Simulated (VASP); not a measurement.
A run of VASP 6.6.1:

File INCAR:

```
  ALGO = Normal
  EDIFF = 1E-6
  ENCUT = 600
  GGA = PE
  GGA_COMPAT = False
  ISIF = 2
  ISMEAR = 0
  LASPH = True
  LCHARG = False
  LREAL = False
  LWAVE = False
  NBANDS = 86
  NELM = 120
  PREC = Accurate
  SIGMA = 0.02
```

The input KPOINTS:

```
k-points
0
Gamma
  3 3 2
```

Contents of POSCAR:

```
GaN
1.0
    6.3600002494      0.0000000000      0.0000000000
   -3.1800001247      5.5079217840      0.0000000000
    0.0000000000      0.0000000000      5.1660000000
Ga N
8 8
Direct
    0.1666666667      0.3333333333      0.0000000000
    0.3333333333      0.1666666667      0.5000000000
    0.1666666667      0.8333333333      0.0000000000
    0.3333333333      0.6666666667      0.5000000000
    0.6666666667      0.3333333333      0.0000000000
    0.8333333333      0.1666666667      0.5000000000
    0.6666666667      0.8333333333      0.0000000000
    0.8333333333      0.6666666667      0.5000000000
    0.1666666667      0.3333333333      0.3750000000
    0.3333333333      0.1666666667      0.8750000000
    0.1666666667      0.8333333333      0.3750000000
    0.3333333333      0.6666666667      0.8750000000
    0.6666666667      0.3333333333      0.3750000000
    0.8333333333      0.1666666667      0.8750000000
    0.6666666667      0.8333333333      0.3750000000
    0.8333333333      0.6666666667      0.8750000000
```

Potentials or basis: VASP PAW PBE potentials, release 64 (Ga_d, N).

Launch:

```bash
$ cat potpaw_PBE.64/Ga_d/POTCAR potpaw_PBE.64/N/POTCAR > POTCAR
$ mpirun -np 1 vasp_std > vasp.out
```

Hardware: 1 thread of Intel(R) Xeon(R) Platinum 8259CL CPU @ 2.50GHz (Skylake/Cascade Lake) (shared host).

Question: Estimate the wall time of this run.

Answer: Wall time 3.1 min on 1 thread of Intel(R) Xeon(R) Platinum 8259CL CPU @ 2.50GHz (Skylake/Cascade Lake), on a shared host, peak memory 0.37 GiB. Counts: scf iterations 16, k points 6.
